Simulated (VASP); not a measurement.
Wanted: the native input for a VASP 6.6.1 run.

```
Task                   : single point
Functional             : PBE
Potentials or basis    : VASP PAW PBE potentials, release 64 (Co)
Cutoff                 : 520 eV
k mesh                 : 15 × 15 × 8
Occupations            : gaussian, width 1 eV
Spin                   : no spin polarisation
Dipole correction      : no
Further INCAR settings : ALGO = Normal; EDIFF = 1e-07; NBANDS = 16
```

The structure of Co lies in POSCAR:

```
Co
1.0
    2.4583936733      0.0000000000      0.0000000000
   -1.2291968366      2.1290313736      0.0000000000
    0.0000000000      0.0000000000      3.9606917934
Co
2
Direct
    0.3333333333      0.6666666667      0.2500000000
    0.6666666667      0.3333333333      0.7500000000
```

The input as run:

INCAR

```
SYSTEM = Co
PREC     = Accurate       ! precision mode
ENCUT    = 520            ! plane-wave cutoff, eV
EDIFF    = 1E-7           ! SCF threshold, eV
ISMEAR   = 0              ! smearing method
SIGMA    = 1.0            ! smearing width, eV
LREAL    = .False.        ! projectors in reciprocal space
LASPH    = .True.         ! aspherical terms in the spheres
NELM     = 80             ! most SCF steps
ALGO     = Normal         ! electronic algorithm
ISIF     = 2              ! what is computed and relaxed
LWAVE    = .False.        ! write WAVECAR
LCHARG   = .False.        ! write CHGCAR
GGA      = PE             ! functional
NBANDS   = 16             ! bands
```

KPOINTS

```
Automatic mesh
0
Gamma
  15 15 8
  0 0 0
```

Potentials or basis: VASP PAW PBE potentials, release 64 (Co).

Run with:

```console
$ cat potpaw_PBE.64/Co/POTCAR > POTCAR
$ mpirun -np 1 vasp_std > vasp.out
```

It gave:

```json
{"Pressure": "6.9 GPa", "Band gap on the k mesh": "zero (band 9 reaches 11.29 eV, above the bottom of band 10 at 9.73 eV)"}
```

Caveat: the run has no spin polarisation, though such a crystal can be magnetic.

It took 36 s on 1 thread of Intel(R) Xeon(R) Platinum 8259CL CPU @ 2.50GHz (Skylake/Cascade Lake) (shared host), peak memory 0.15 GiB.
